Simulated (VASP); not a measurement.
## GaSi16 (a cell with a defect): single point with PBE+D3(BJ)

The system is GaSi16 (a cell with a defect).

```
CELL_PARAMETERS angstrom
0.00000 5.43000 5.43000
5.43000 0.00000 5.43000
5.43000 5.43000 0.00000
ATOMIC_POSITIONS crystal
Si 0.01702 0.01758 0.94883
Si 0.11825 0.11890 0.11502
Si 0.99978 0.00025 0.48763
Si 0.14127 0.14165 0.57609
Si 0.96638 0.51226 0.01003
Si 0.11854 0.64878 0.11467
Si 0.00000 0.51305 0.48726
Si 0.11175 0.62833 0.63210
Si 0.51168 0.96682 0.01026
Si 0.64825 0.11905 0.11484
Si 0.51266 0.00034 0.48745
Si 0.62789 0.11209 0.63234
Si 0.51179 0.51229 0.00984
Si 0.60606 0.60647 0.18171
Si 0.48206 0.48243 0.55364
Si 0.62809 0.62841 0.63191
Ga 0.34204 0.34245 0.97370
```

```json
{
 "Program": "VASP 6.6.1",
 "Task": "single point",
 "Functional": "PBE",
 "Dispersion": "D3(BJ)",
 "Potentials or basis": "VASP PAW PBE potentials, release 64 (Si, Ga_d)",
 "Cutoff": "520 eV",
 "k mesh": "2 × 2 × 2",
 "Occupations": "gaussian, width 0.05 eV",
 "Spin": "collinear spin, zero start",
 "Starting moments": "[0.0, 0.0, 0.0, 0.0, 0.0, 0.0, 0.0, 0.0, 0.0, 0.0, 0.0, 0.0, 0.0, 0.0, 0.0, 0.0, 0.0] μB"
}
```

```json
{"Pressure": "2.7 GPa", "Largest force": "0.807 eV/Å", "Net moment": "0.00 μB per cell", "Valence electrons inside the program's atomic spheres": "Si 1.70, 1.67, 1.68, 1.69, 1.73; Ga 11.89", "Dispersion energy per atom": "-0.331 eV"}
```

Forces on the atoms (eV/Å):
```
Si   0.101  0.102 -0.103
Si   0.069  0.072 -0.001
Si   0.014  0.015 -0.034
Si   0.067  0.067 -0.068
Si   0.043 -0.018 -0.043
Si   0.006  0.069 -0.073
Si   0.036  0.015 -0.015
Si   0.007 -0.015 -0.006
Si  -0.018  0.042 -0.043
Si   0.068  0.003 -0.074
Si   0.015  0.035 -0.014
Si  -0.016  0.007 -0.006
Si   0.043  0.043  0.019
Si   0.008  0.008 -0.009
Si   0.014  0.014 -0.014
Si   0.008  0.007  0.015
Ga  -0.463 -0.466  0.469
```

Stress tensor (GPa, compression positive):
```
 2.71 -0.82  0.82
-0.82  2.70  0.82
 0.82  0.82  2.69
```

Levels at points of the mesh, in eV from the Fermi level:
Spin up:
```csv
k point,band 34,band 35,band 36,band 37,band 38,band 39,band 40,band 41,band 42,band 43
"(0.00, 0.00, 0.00)",-1.84,-1.67,-0.85,-0.70,-0.70,-0.59,-0.19,-0.18,0.03,0.03
"(0.50, 0.00, 0.00)",-1.70,-1.54,-1.53,-1.52,-0.77,0.15,0.22,0.67,0.73,0.82
"(0.00, 0.50, 0.00)",-1.70,-1.54,-1.53,-1.52,-0.77,0.15,0.21,0.67,0.73,0.82
"(0.00, 0.00, 0.50)",-1.47,-1.47,-1.41,-1.41,-1.18,-0.01,0.36,0.36,1.05,1.05
"(0.50, 0.50, 0.50)",-1.70,-1.54,-1.53,-1.52,-0.77,0.15,0.22,0.67,0.73,0.82
"(0.50, 0.50, 0.00)",-2.21,-2.15,-1.99,-1.92,-0.54,0.11,0.79,1.25,1.36,1.55
"(0.00, 0.50, 0.50)",-2.21,-2.15,-1.99,-1.92,-0.54,0.11,0.79,1.25,1.36,1.55
"(0.50, 0.00, 0.50)",-2.21,-2.15,-1.99,-1.92,-0.54,0.11,0.79,1.25,1.36,1.55
```
Spin down:
| k point | band 36 | band 37 | band 38 | band 39 | band 40 | band 41 |
| --- | --- | --- | --- | --- | --- | --- |
| (0.00, 0.00, 0.00) | -0.85 | -0.70 | -0.70 | -0.59 | -0.19 | -0.18 |
| (0.50, 0.00, 0.00) | -1.53 | -1.52 | -0.77 | 0.15 | 0.22 | 0.67 |
| (0.00, 0.50, 0.00) | -1.53 | -1.52 | -0.77 | 0.15 | 0.21 | 0.67 |
| (0.00, 0.00, 0.50) | -1.41 | -1.41 | -1.18 | -0.01 | 0.36 | 0.36 |
| (0.50, 0.50, 0.50) | -1.53 | -1.52 | -0.77 | 0.15 | 0.22 | 0.67 |
| (0.50, 0.50, 0.00) | -1.99 | -1.92 | -0.54 | 0.11 | 0.79 | 1.25 |
| (0.00, 0.50, 0.50) | -1.99 | -1.92 | -0.54 | 0.11 | 0.79 | 1.25 |
| (0.50, 0.00, 0.50) | -1.99 | -1.92 | -0.54 | 0.11 | 0.79 | 1.25 |

Wall time 4.5 min on 1 thread of Intel(R) Xeon(R) 6975P-C (Granite Rapids), with other jobs on the host, peak memory 0.72 GiB.

Caveat: the k points lie up to 0.50 Å⁻¹ apart.
